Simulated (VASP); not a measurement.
# Co (P6_3/mmc) in VASP: notebook, part 2 of 2

VASP 6.6.1. Earlier steps stand in the parts before.

## (3) Single point, RPBE, collinear spin, ferromagnetic start (volume scaled by 1.08)

The input, INCAR:

```
SYSTEM = Co
  PREC = Accurate
  ENCUT = 520
  EDIFF = 1E-6
  ISMEAR = -1
  SIGMA = 0.05
  LREAL = .False.
  LASPH = .True.
  NELM = 150
  ALGO = Normal
  ISIF = 2
  LWAVE = .False.
  LCHARG = .False.
  ISPIN = 2
  MAGMOM = -1.729 -1.729
  LORBIT = 11
  LMAXMIX = 4
  GGA = RP
  NBANDS = 20
```

The input, KPOINTS:

```
Automatic mesh
0
Gamma
  23 23 13
  0 0 0
```

The input, POSCAR:

```
Co
1.0
    2.5847070050      0.0000000000      0.0000000000
   -1.2923535025      2.2384219277      0.0000000000
    0.0000000000      0.0000000000      4.1751830862
Co
2
Direct
    0.3333333333      0.6666666667      0.2500000000
    0.6666666667      0.3333333333      0.7500000000
```

Potentials or basis: VASP PAW PBE potentials, release 64 (Co).

Command:

```sh
> cat potpaw_PBE.64/Co/POTCAR > POTCAR
> mpirun -np 1 vasp_std > vasp.out
```

OUTCAR:

```text
SYSTEM = Co
   PREC = Accurate
   ENCUT = 520
   EDIFF = 1E-6
   ISMEAR = -1
   LREAL = .False.
   LASPH = .True.
   NELM = 150
   ISIF = 2
   ISPIN = 2
   LORBIT = 11
   GGA = RP

 ion  position               nearest neighbor table
   1  0.333  0.667  0.250-   2 2.57   2 2.57   2 2.57   2 2.57   2 2.57   2 2.57
   2  0.667  0.333  0.750-   1 2.57   1 2.57   1 2.57   1 2.57   1 2.57   1 2.57

  LATTYP: Found a hexagonal cell.
 ALAT       =     2.5847070050
 C/A-ratio  =     1.6153409567

  Lattice vectors:

 A1 = (   2.5847070050,   0.0000000000,   0.0000000000)
 A2 = (  -1.2923535025,   2.2384219277,   0.0000000000)
 A3 = (   0.0000000000,   0.0000000000,   4.1751830862)

Analysis of symmetry for initial positions (statically):
=====================================================================
 Subroutine PRICEL returns:
 Original cell was already a primitive cell.

 Routine SETGRP: Setting up the symmetry group for a
 hexagonal supercell.

 Subroutine GETGRP returns: Found 24 space group operations
 (whereof 12 operations were pure point group operations)
[... 745 lines left out ...]

 k-point     1 :       0.0000    0.0000    0.0000
  band No.  band energies     occupation
      1       0.7065      1.00000
      2       4.2880      1.00000
      3       6.4415      1.00000
      4       6.4520      1.00000
      5       6.4520      1.00000
      6       6.7096      1.00000
[... 541 lines left out ...]
     19      32.6761      0.00000
     20      35.4130      0.00000

 [... further k-points ...]
[... 5 lines left out ...]
  --------------------------------------------------------------------------------------
  -------------------------------------------------------------------------------------
  Total       -1.9325455     -1.9325455     -1.8781833      0.0000000      0.0000000      0.0000000
  in kB     -128.1774175   -128.1774175   -124.5718086      0.0000000      0.0000000      0.0000000
  external PRESSURE =    -126.9755478 kB  Pullay stress =       0.0000000 kB

 VOLUME and BASIS-vectors are now :
 -----------------------------------------------------------------------------
  energy-cutoff  :      520.00
  volume of cell :       24.16
      direct lattice vectors                 reciprocal lattice vectors
     2.584707005  0.000000000  0.000000000     0.386891047  0.223371650  0.000000000
    -1.292353502  2.238421928  0.000000000     0.000000000  0.446743301  0.000000000
     0.000000000  0.000000000  4.175183086     0.000000000  0.000000000  0.239510455

 POSITION                                       TOTAL-FORCE (eV/Angst)
 -----------------------------------------------------------------------------------
     -0.00000      1.49228      1.04380         0.000000     -0.000000      0.000000
      1.29235      0.74614      3.13139        -0.000000      0.000000      0.000000
 -----------------------------------------------------------------------------------
    total drift:                               -0.000000      0.000000     -0.000000

  FREE ENERGIE OF THE ION-ELECTRON SYSTEM (eV)
  ---------------------------------------------------
  free  energy   TOTEN  =       -12.9561205161 eV

  energy  without entropy=      -12.9390851228  energy(sigma->0) =      -12.94760282

 total charge

# of ion       s       p       d       tot
------------------------------------------
    1        0.449   0.437   7.198   8.084
    2        0.449   0.437   7.198   8.084
--------------------------------------------------
tot          0.898   0.875  14.396  16.168

 magnetization (x)

# of ion       s       p       d       tot
------------------------------------------
    1        0.014   0.057  -1.812  -1.741
    2        0.014   0.057  -1.812  -1.741
--------------------------------------------------
tot          0.029   0.113  -3.623  -3.481
```

OSZICAR:

```text
N       E                     dE             d eps       ncg     rms          rms(c)
DAV:   1     0.864540566107E+02    0.86454E+02   -0.79034E+03 32768   0.116E+03
DAV:   2    -0.104292851023E+02   -0.96883E+02   -0.87342E+02 31748   0.213E+02
DAV:   3    -0.148286903314E+02   -0.43994E+01   -0.41956E+01 35628   0.554E+01
DAV:   4    -0.148953527783E+02   -0.66662E-01   -0.66613E-01 38356   0.601E+00
DAV:   5    -0.148973078495E+02   -0.19551E-02   -0.19550E-02 36212   0.982E-01    0.134E+01
DAV:   6    -0.135285031440E+02    0.13688E+01   -0.85561E+00 34996   0.574E+01    0.822E+00
DAV:   7    -0.129776431995E+02    0.55086E+00   -0.14898E+00 35256   0.222E+01    0.367E+00
DAV:   8    -0.129693622526E+02    0.82809E-02   -0.20665E-02 40824   0.134E+00    0.168E+00
DAV:   9    -0.129556244624E+02    0.13738E-01   -0.50901E-03 47848   0.114E+00    0.547E-01
DAV:  10    -0.129559988224E+02   -0.37436E-03   -0.54853E-04 41244   0.286E-01    0.310E-01
DAV:  11    -0.129561169905E+02   -0.11817E-03   -0.51658E-04 45932   0.339E-01    0.357E-02
DAV:  12    -0.129561198292E+02   -0.28387E-05   -0.40460E-05 33328   0.568E-02    0.185E-02
DAV:  13    -0.129561205161E+02   -0.68690E-06   -0.27219E-06 39300   0.170E-02
   1 F= -.12956121E+02 E0= -.12947603E+02  d E =-.170354E-01  mag=    -3.3872
```

stdout:

```text
POSCAR found type information on POSCAR Co
 POSCAR found :  1 types and       2 ions
 scaLAPACK will be used
 -----------------------------------------------------------------------------
|                                                                             |
|                                                                             |
|     You enforced a specific xc type in the INCAR file but a different       |
|     I HOPE YOU KNOW WHAT YOU ARE DOING!                                     |
|                                                                             |
 -----------------------------------------------------------------------------

 LDA part: xc-table for (Slater+PW92), standard interpolation
 POSCAR, INCAR and KPOINTS ok, starting setup
 FFT: planning ... GRIDC
 FFT: planning ... GRID_SOFT
 FFT: planning ... GRID
 WAVECAR not read
 entering main loop
```

It took 5.6 min on 1 thread of Intel Xeon Platinum 8488C (Sapphire Rapids), shared host; peak memory 0.35 GiB.

What came out:

- Free energy: -12.9561 eV
- Pressure: -12.7 GPa
- Net moment: -3.39 μB per cell
- Site moments: Co -1.74 μB
- Valence electrons inside the program's atomic spheres: Co 8.08

Caveat: the cell differs from its parent crystal (volume scaled by 1.08); the PAW data sets were made with another functional, which shifts forces and pressure a little.

## (4) Single point, RPBE, non-collinear spin, typed start, spin-orbit coupling

This run uses another cell than the first one, of 11.18 Å³/atom, 0.962 times its volume.

The input, INCAR:

```
SYSTEM = Co
ALGO     = Normal         ! electronic algorithm
EDIFF    = 1E-6           ! SCF threshold, eV
ENCUT    = 520            ! plane-wave cutoff, eV
GGA      = RP             ! functional
GGA_COMPAT= .False.      
ISIF     = 2              ! what is computed and relaxed
ISMEAR   = -1             ! smearing method
LASPH    = .True.         ! aspherical terms in the spheres
LCHARG   = .True.         ! write CHGCAR
LMAXMIX  = 4              ! l up to which the mixer works
LNONCOLLINEAR= .True.         ! non-collinear magnetism
LORBIT   = 11             ! projections on sites
LORBMOM  = .True.       
LREAL    = .False.        ! projectors in reciprocal space
LSORBIT  = .True.         ! spin-orbit coupling
LVHAR    = .True.       
LWAVE    = .False.        ! write WAVECAR
MAGMOM   = 0 0 -1.729 0 0 -1.729 ! initial moments
NBANDS   = 30             ! bands
NELM     = 150            ! most SCF steps
PREC     = Accurate       ! precision mode
SIGMA    = 0.05           ! smearing width, eV
```

The input, KPOINTS:

```
k-points
0
Gamma
  14 14 8
  0 0 0
```

The input, POSCAR:

```
Co
1.0
    2.5192430436      0.0000000000      0.0000000000
   -1.2596215218      2.1817284741      0.0000000000
    0.0000000000      0.0000000000      4.0694364681
Co
2
Direct
    0.3333333333      0.6666666667      0.2500000000
    0.6666666667      0.3333333333      0.7500000000
```

Command:

```sh
> cat potpaw_PBE.64/Co/POTCAR > POTCAR
> mpirun -np 1 vasp_ncl > vasp.out
```

Run time: 14 min. Hardware: 1 thread of Intel Xeon Platinum 8259CL at 2.50GHz (Skylake/Cascade Lake), shared host; peak memory 0.3 GiB.

The run converged. Its results:

```
Free energy                                           : -13.0478 eV
Pressure                                              : -0.5 GPa
Net moment                                            : 3.27 μB per cell
Valence electrons inside the program's atomic spheres : Co 8.22
```

Stress tensor (GPa, compression positive):
```
-0.45  0.00  0.00
 0.00 -0.45  0.00
 0.00  0.00 -0.72
```

Moments on the atoms (μB; x, y, z):
```
Co   0.00  0.00 -1.67
Co   0.00  0.00 -1.67
```

Caveat: the PAW data sets were made with another functional, which shifts forces and pressure a little.

## (5) Single point, RPBE, non-collinear spin, typed start, spin-orbit coupling

This run uses another cell than the first one, of 11.18 Å³/atom, 0.962 times its volume.

The input, INCAR:

```
SYSTEM = Co
PREC = Accurate ; ENCUT = 520
EDIFF = 1E-6 ; ISMEAR = -1
SIGMA = 0.05 ; LREAL = .FALSE.
LASPH = .TRUE. ; NELM = 150
ALGO = Normal ; ISIF = 2
LWAVE = .FALSE. ; LCHARG = .TRUE.
LNONCOLLINEAR = .TRUE. ; MAGMOM = 0 0 1.729 0 0 1.729
LORBIT = 11 ; LSORBIT = .TRUE.
GGA_COMPAT = .FALSE. ; LORBMOM = .TRUE.
LMAXMIX = 4 ; GGA = RP
LVHAR = .TRUE. ; NBANDS = 30
```

The input, KPOINTS:

```
Automatic mesh
0
G
  14 14 8
  0 0 0
```

The input, POSCAR:

```
Co
1.0
    2.5192509300      0.0000000000      0.0000000000
   -1.2596254650      2.1817353039      0.0000000000
    0.0000000000      0.0000000000      4.0694449721
Co
2
Direct
    0.3333333333      0.6666666667      0.2500000000
    0.6666666667      0.3333333333      0.7500000000
```

Command:

```sh
> cat potpaw_PBE.64/Co/POTCAR > POTCAR
> mpirun -np 1 vasp_ncl > vasp.out
```

It took 22 min on 1 thread of Intel Xeon Platinum 8259CL at 2.50GHz (Skylake/Cascade Lake), shared host; peak memory 0.3 GiB.

Results (log left out):

```yaml
Free_energy: -13.0477 eV
Pressure: -0.6 GPa
Net_moment: 3.27 μB per cell
Valence_electrons_inside_the_program's_atomic_spheres: Co 8.22
```

Stress tensor (GPa, compression positive):
```
-0.47  0.00  0.00
 0.00 -0.47  0.00
 0.00  0.00 -0.77
```

Moments on the atoms (μB; x, y, z):
```
Co  0.00 0.00 1.67
Co  0.00 0.00 1.67
```

Caveat: the PAW data sets were made with another functional, which shifts forces and pressure a little.

## (6) Overview

```csv
spin,cell,k mesh,gap on the mesh (eV),pressure (GPa),moment (μB)
"collinear, ferromagnetic start","a = 2.552, b = 2.552, c = 4.123 Å, angles 90.0, 90.0, 120.0°, 2 atoms",23 × 23 × 13,none,-7.4,3.33
"collinear, ferromagnetic start","a = 2.585, b = 2.585, c = 4.175 Å, angles 90.0, 90.0, 120.0°, 2 atoms",23 × 23 × 13,none,-12.7,3.39
"non-collinear, typed start, SOC","a = 2.519, b = 2.519, c = 4.069 Å, angles 90.0, 90.0, 120.0°, 2 atoms",14 × 14 × 8,-,-0.6,3.27
```

Alike in all rows: task single point; level RPBE; potentials or basis VASP PAW PBE potentials, release 64 (Co); cutoff (eV) 520; smearing fermi-dirac 0.05 eV.

Caveats: the PAW data sets were made with another functional, which shifts forces and pressure a little.

Total energies depend on the potentials used, so only differences within one code and one set of settings carry meaning.
